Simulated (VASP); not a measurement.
# KBr (Pm-3m) in VASP: settings compared, part 2 of 2

VASP 6.6.1. The steps go on from the part before.

## (4) Single point, r2SCAN

POSCAR reads:

```
KBr
1.0
    3.9758690659      0.0000000000      0.0000000000
    0.0000000000      3.9758690659      0.0000000000
    0.0000000000      0.0000000000      3.9758690659
K Br
1 1
Direct
    0.0000000000      0.0000000000      0.0000000000
    0.5000000000      0.5000000000      0.5000000000
```

INCAR.step1 reads:

```
SYSTEM = KBr
PREC = Accurate
ENCUT = 520
ISMEAR = 0
SIGMA = 0.01
LREAL = .False.
LASPH = .True.
NELM = 60
NBANDS = 15
GGA = PE
ALGO = Normal
EDIFF = 1E-4
LWAVE = .True.
LCHARG = .False.
```

INCAR.step2 reads:

```
SYSTEM = KBr
PREC = Accurate
ENCUT = 520
EDIFF = 1E-6
ISMEAR = 0
SIGMA = 0.01
LREAL = .False.
LASPH = .True.
NELM = 60
ALGO = Normal
ISIF = 2
LWAVE = .False.
LCHARG = .False.
METAGGA = R2SCAN
LMIXTAU = .True.
NBANDS = 15
ISTART = 1
```

KPOINTS reads:

```
Automatic mesh
0
Gamma
  4 4 4
  0 0 0
```

Potentials or basis: VASP PAW PBE potentials, release 64 (K_sv, Br).

The run is started by

```bash
$ cat potpaw_PBE.64/K_sv/POTCAR potpaw_PBE.64/Br/POTCAR > POTCAR
$ cp INCAR.step1 INCAR
$ mpirun -np 1 vasp_std > vasp.out
$ cp INCAR.step2 INCAR
$ mpirun -np 1 vasp_std > vasp.out
```

OUTCAR:

```text
SYSTEM = KBr
   PREC = Accurate
   ENCUT = 520
   EDIFF = 1E-6
   ISMEAR = 0
   LREAL = .False.
   LASPH = .True.
   NELM = 60
   ISIF = 2
   METAGGA = R2SCAN
   ISTART = 1

 ion  position               nearest neighbor table
   1  0.000  0.000  0.000-
   2  0.500  0.500  0.500-

  LATTYP: Found a simple cubic cell.
 ALAT       =     3.9758690659

  Lattice vectors:

 A1 = (   3.9758690659,   0.0000000000,   0.0000000000)
 A2 = (   0.0000000000,   3.9758690659,   0.0000000000)
 A3 = (   0.0000000000,   0.0000000000,   3.9758690659)

Analysis of symmetry for initial positions (statically):
=====================================================================
 Subroutine PRICEL returns:
 Original cell was already a primitive cell.

 Routine SETGRP: Setting up the symmetry group for a
 simple cubic supercell.

 Subroutine GETGRP returns: Found 48 space group operations
 (whereof 48 operations were pure point group operations)
 out of a pool of 48 trial point group operations.

The static configuration has the point symmetry O_h .

Analysis of symmetry for dynamics (positions and initial velocities):
=====================================================================
 Subroutine PRICEL returns:
 Original cell was already a primitive cell.

 Routine SETGRP: Setting up the symmetry group for a
 simple cubic supercell.

 Subroutine GETGRP returns: Found 48 space group operations
 (whereof 48 operations were pure point group operations)
 out of a pool of 48 trial point group operations.

The dynamic configuration has the point symmetry O_h .

 Subroutine INISYM returns: Found 48 space group operations
 (whereof 48 operations are pure point group operations),
 and found     1 'primitive' translations

----------------------------------------------------------------------------------------

                                     Primitive cell

  volume of cell :      62.8487

  direct lattice vectors                    reciprocal lattice vectors
     3.975869066  0.000000000  0.000000000     0.251517337  0.000000000  0.000000000
     0.000000000  3.975869066  0.000000000     0.000000000  0.251517337  0.000000000
     0.000000000  0.000000000  3.975869066     0.000000000  0.000000000  0.251517337

  length of vectors
     3.975869066  3.975869066  3.975869066     0.251517337  0.251517337  0.251517337

  position of ions in fractional coordinates (direct lattice)
     0.000000000  0.000000000  0.000000000
     0.500000000  0.500000000  0.500000000

  ion indices of the primitive-cell ions
   primitive index   ion index
                 1           1
                 2           2

----------------------------------------------------------------------------------------

 KPOINTS: Automatic mesh

Automatic generation of k-mesh.
 Grid dimensions read from file:
 generate k-points for:    4    4    4

 Generating k-lattice:

  Cartesian coordinates                     Fractional coordinates (reciprocal lattice)
     0.062879334  0.000000000  0.000000000     0.250000000  0.000000000  0.000000000
     0.000000000  0.062879334  0.000000000     0.000000000  0.250000000  0.000000000
     0.000000000  0.000000000  0.062879334     0.000000000  0.000000000  0.250000000

  Length of vectors
     0.062879334  0.062879334  0.062879334

[... 21 lines left out ...]
   number of dos      NEDOS =    301   number of ions     NIONS =      2
   total plane-waves  NPLWV =  27000
   dimension x,y,z NGX =    30 NGY =   30 NGZ =   30
   dimension x,y,z NGXF=    60 NGYF=   60 NGZF=   60
   ions per type =               1   1
   NGX,Y,Z   is equivalent  to a cutoff of  12.54, 12.54, 12.54 a.u.
   NGXF,Y,Z  is equivalent  to a cutoff of  25.09, 25.09, 25.09 a.u.
 SYSTEM =  KBr
   PREC   = accura    normal or accurate (medium, high low for compatibility)
   ISTART =      1    job   : 0-new  1-cont  2-samecut
   ICHARG =      0    charge: 1-file 2-atom 10-const
   ISPIN  =      1    spin polarized calculation?
   LNONCOLLINEAR =      F non collinear calculations
   LSORBIT =      F    spin-orbit coupling
   LASPH  =      T    aspherical Exc in radial PAW
   ENCUT  =  520.0 eV  38.22 Ry    6.18 a.u.   7.39  7.39  7.39*2*pi/ulx,y,z
   NELM   =     60;   NELMIN=  2; NELMDL=  0     # of ELM steps
   EDIFF  = 0.1E-05   stopping-criterion for ELM
   LREAL  =      F    real-space projection
   EDIFFG = 0.1E-04   stopping-criterion for IOM
   NSW    =      0    number of steps for IOM
   IBRION =     -1    ionic relax: 0-MD 1-quasi-New 2-CG
   NFREE  =      0    steps in history (QN), initial steepest desc. (CG)
   ISIF   =      2    stress and relaxation
   ISYM   =      2    0-nonsym 1-usesym 2-fastsym
   POTIM  = 0.5000    time-step for ionic-motion
   TEBEG  =    0.0;   TEEND  =   0.0 temperature during run
   PSTRESS=    0.0 pullay stress
   NELECT =      16.0000    total number of electrons
   NUPDOWN=      -1.0000    fix difference up-down
   EMIN   =  10.00;   EMAX   =-10.00  energy-range for DOS
   EFERMI =   0.00;   METHOD = LEGACY
   ISMEAR =     0;   SIGMA  =   0.01  broadening in eV -4-tet -1-fermi 0-gaus
   EFERMI_NEDOS =   21; number of points for ismear=-14 and -15
   IALGO  =     38    algorithm
   IMIX   =      4    mixing-type and parameters
     AMIX     =   0.40;   BMIX     =  1.00
     AMIX_MAG =   1.60;   BMIX_MAG =  1.00
  volume/ion in A,a.u.               =      31.42       212.06
  Fermi-wavevector in a.u.,A,eV,Ry     =   1.037567  1.960717 14.647283  1.076545
  Thomas-Fermi vector in A             =   2.172011
   LORBIT       =      0    0 simple, 1 ext, 2 COOP (PROOUT), +10 PAW based schemes
   METAGGA = R2SCAN    functional components
   LHFCALC =     F    Hartree Fock is set to
   AEXX    =    0.0000 exact exchange contribution
   IVDW    =     0    specifies the selected vdW correction
   LEPSILON=     F    determine dielectric tensor
   LRPA    =     F    only Hartree local field effects (RPA)
 non-spin polarized calculation
 Gauss-broadening in eV      SIGMA  =   0.01
  energy-cutoff  :      520.00
  volume of cell :       62.85
 maximum number of plane-waves:      1743
 NGX is ok and might be reduce to    30
   NGX = 15   NGY = 15   NGZ = 15

 number of electron      15.9999996 magnetization

 Free energy of the ion-electron system (eV)
  ---------------------------------------------------
  ext. energy  EPLUGINS =         0.00000000
  ---------------------------------------------------
  free energy    TOTEN  =       -23.13981985 eV

  energy without entropy =      -23.13981985  energy(sigma->0) =      -23.13981985

 E-fermi :  -0.7335     XC(G=0):  -8.4213

 val. band max:       -0.8852864820   @ k =   0.5000   0.5000   0.0000
 cond. band min:       3.8838461305   @ k =   0.0000   0.0000   0.0000
 fundamental gap:      4.7691326125
 Fermi energy:        -0.7334927949

 k-point     1 :       0.0000    0.0000    0.0000
  band No.  band energies     occupation
      1     -30.6367      2.00000
      2     -14.2127      2.00000
      3     -13.2882      2.00000
      4     -13.2882      2.00000
      5     -13.2882      2.00000
      6      -1.1654      2.00000
      7      -1.1654      2.00000
      8      -1.1654      2.00000
      9       3.8838      0.00000
     10       5.4608      0.00000
     11       5.4608      0.00000
     12       9.6653      0.00000
     13       9.6653      0.00000
     14       9.6653      0.00000
[... 149 lines left out ...]
      2     -13.7685      2.00000
      3     -13.4114      2.00000
      4     -13.4114      2.00000
      5     -13.4114      2.00000
      6      -2.4468      2.00000
      7      -2.4468      2.00000
      8      -2.4468      2.00000
      9       7.2579      0.00000
     10       7.2579      0.00000
     11       7.2579      0.00000
     12       9.5264      0.00000
     13       9.5264      0.00000
     14       9.5264      0.00000
     15      11.2200      0.00000

------------------------ aborting loop because EDIFF is reached ----------------------------------------

  FORCE on cell =-STRESS in cart. coord.  units (eV):
  Direction    XX          YY          ZZ          XY          YZ          ZX
  --------------------------------------------------------------------------------------
  -------------------------------------------------------------------------------------
  Total        0.0110933      0.0110933      0.0110933      0.0000000      0.0000000      0.0000000
  in kB        0.2827978      0.2827978      0.2827978      0.0000000      0.0000000      0.0000000
  external PRESSURE =       0.2827978 kB  Pullay stress =       0.0000000 kB

 VOLUME and BASIS-vectors are now :
 -----------------------------------------------------------------------------
  energy-cutoff  :      520.00
  volume of cell :       62.85
      direct lattice vectors                 reciprocal lattice vectors
     3.975869066  0.000000000  0.000000000     0.251517337  0.000000000  0.000000000
     0.000000000  3.975869066  0.000000000     0.000000000  0.251517337  0.000000000
     0.000000000  0.000000000  3.975869066     0.000000000  0.000000000  0.251517337

 POSITION                                       TOTAL-FORCE (eV/Angst)
 -----------------------------------------------------------------------------------
      0.00000      0.00000      0.00000         0.000000      0.000000      0.000000
      1.98793      1.98793      1.98793         0.000000      0.000000      0.000000
 -----------------------------------------------------------------------------------
    total drift:                                0.000000      0.000000     -0.000000

  FREE ENERGIE OF THE ION-ELECTRON SYSTEM (eV)
  ---------------------------------------------------
  free  energy   TOTEN  =       -23.1398198476 eV

  energy  without entropy=      -23.1398198476  energy(sigma->0) =      -23.13981985
```

OUTCAR.step1:

```text
SYSTEM = KBr
   PREC = Accurate
   ENCUT = 520
   ISMEAR = 0
   LREAL = .False.
   LASPH = .True.
[... 385 lines left out ...]
      0.00000      0.00000      0.00000         0.000000      0.000000      0.000000
      1.98793      1.98793      1.98793         0.000000      0.000000      0.000000
 -----------------------------------------------------------------------------------
    total drift:                                0.000000      0.000000     -0.000000

  FREE ENERGIE OF THE ION-ELECTRON SYSTEM (eV)
  ---------------------------------------------------
  free  energy   TOTEN  =        -6.0650176413 eV

  energy  without entropy=       -6.0650176413  energy(sigma->0) =       -6.06501764
```

OSZICAR.step1:

```text
N       E                     dE             d eps       ncg     rms          rms(c)
DAV:   1     0.944251335383E+02    0.94425E+02   -0.70049E+03   300   0.954E+02
DAV:   2    -0.101019007689E+01   -0.95435E+02   -0.89463E+02   398   0.228E+02
DAV:   3    -0.608018429745E+01   -0.50700E+01   -0.50476E+01   412   0.462E+01
DAV:   4    -0.625774530405E+01   -0.17756E+00   -0.17754E+00   437   0.742E+00
DAV:   5    -0.625919280943E+01   -0.14475E-02   -0.14475E-02   426   0.766E-01    0.280E+00
DAV:   6    -0.609000073940E+01    0.16919E+00   -0.14629E-01   363   0.223E+00    0.209E+00
DAV:   7    -0.606180747177E+01    0.28193E-01   -0.87980E-02   377   0.191E+00    0.983E-01
DAV:   8    -0.606465311457E+01   -0.28456E-02   -0.13605E-02   345   0.841E-01    0.999E-02
DAV:   9    -0.606487542650E+01   -0.22231E-03   -0.42821E-04   413   0.163E-01    0.780E-02
DAV:  10    -0.606501462452E+01   -0.13920E-03   -0.17869E-04   298   0.941E-02    0.127E-02
DAV:  11    -0.606501764125E+01   -0.30167E-05   -0.99335E-06   248   0.232E-02
   1 F= -.60650176E+01 E0= -.60650176E+01  d E =-.170250E-58
```

Run time: 36 s. Hardware: 1 thread of Intel Xeon 6975P-C, shared host; peak memory 0.17 GiB.

Results:

```
Free energy            : -23.1398 eV
Pressure               : 0.0 GPa
Band gap on the k mesh : 4.77 eV, indirect (least direct gap 5.05 eV)
```

Levels at points of the mesh, in eV from the valence-band top:
```
           k point  band 6  band 7  band 8  band 9  band 10  band 11
(0.00, 0.00, 0.00)   -0.28   -0.28   -0.28    4.77     6.35     6.35
(0.50, 0.00, 0.00)   -2.09   -0.26   -0.26    7.40     7.77     8.67
(0.50, 0.50, 0.00)   -1.50   -1.50    0.00    5.84     7.26     8.79
(0.50, 0.50, 0.50)   -1.56   -1.56   -1.56    8.14     8.14     8.14
```

Caveat: the PAW data sets were made with another functional, which shifts forces and pressure a little.

## (5) Summary

```tsv
level	potentials or basis	gap on the mesh (eV)	pressure (GPa)
LDA	VASP PAW LDA potentials, release 64 (K_sv, Br)	3.63	-2.0
PBE	VASP PAW PBE potentials, release 64 (K_sv, Br)	4.02	0.9
r2SCAN	VASP PAW PBE potentials, release 64 (K_sv, Br)	4.77	0.0
```

Alike in all rows: task single point; no spin polarisation; cell as given; k mesh 4 × 4 × 4; cutoff (eV) 520; smearing gaussian 0.01 eV.

Caveats: the PAW data sets were made with another functional, which shifts forces and pressure a little (some runs).

Absolute energies hang on the potentials; compare differences alone.
